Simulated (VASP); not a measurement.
**Cd2HgSe3: single point with PBE**

Crystal: Cd2HgSe3.

```xyz
6
Lattice="3.6415 -2.0756 0.0542 3.6415 2.0756 0.0542 -0.8220 0.0000 9.8121" Properties=species:S:1:pos:R:3 pbc="T T T"
Cd    1.1297   -0.8025    3.2939
Cd    5.3312   -0.8025    6.6266
Hg    3.6415   -0.7069    0.0542
Se    0.9883   -0.8616    8.1274
Se    3.2305   -0.1160    4.9603
Se    5.4726   -0.8616    1.7932
```

```yaml
Program: VASP 6.6.1
Task: single point
Functional: PBE
Potentials_or_basis: VASP PAW PBE potentials, release 64 (Cd, Hg, Se)
Cutoff: 520 eV
k_mesh: 8 × 8 × 4
Occupations: gaussian, width 0.02 eV
Spin: no spin polarisation
```

| Property | Result |
| --- | --- |
| Pressure | 3.5 GPa |
| Largest force | 0.058 eV/Å |
| Band gap on the k mesh | 0.65 eV (least direct gap 0.81 eV) |

Forces in eV/Å, atoms in the order of the input:
```
Cd  -0.003  0.002  0.002
Cd   0.003  0.002 -0.002
Hg   0.000  0.011  0.000
Se  -0.055  0.003 -0.020
Se   0.000 -0.023  0.000
Se   0.055  0.003  0.020
```

Stress tensor (GPa, compression positive):
```
3.58 0.00 0.10
0.00 3.47 0.00
0.10 0.00 3.59
```

Levels at points of the mesh, in eV from the valence-band top:
| k point | band 24 | band 25 | band 26 | band 27 | band 28 | band 29 | band 30 | band 31 |
| --- | --- | --- | --- | --- | --- | --- | --- | --- |
| (0.00, 0.00, 0.00) | -0.68 | -0.37 | -0.36 | -0.17 | 0.65 | 2.85 | 3.03 | 4.95 |
| (0.50, 0.00, 0.00) | -1.88 | -1.44 | -1.06 | -0.85 | 1.27 | 2.58 | 3.01 | 3.50 |
| (0.50, 0.50, 0.00) | -1.77 | -1.49 | -0.88 | -0.62 | 0.97 | 2.57 | 3.05 | 3.89 |
| (0.00, 0.00, 0.50) | -0.69 | -0.31 | -0.22 | 0.00 | 1.87 | 1.98 | 2.92 | 4.87 |
| (0.50, 0.00, 0.50) | -1.71 | -1.59 | -0.88 | -0.70 | 1.53 | 2.13 | 2.96 | 4.23 |
| (0.50, 0.50, 0.50) | -1.56 | -1.49 | -0.71 | -0.67 | 1.55 | 1.85 | 3.39 | 4.19 |

Wall time 5 min on 1 thread of Intel(R) Xeon(R) Platinum 8488C (Sapphire Rapids) (shared host), peak memory 0.54 GiB.

Caveat: the cell stands under pressure; spin-orbit coupling is left out, which moves the levels of the heavy elements. A k mesh can miss the band edges.
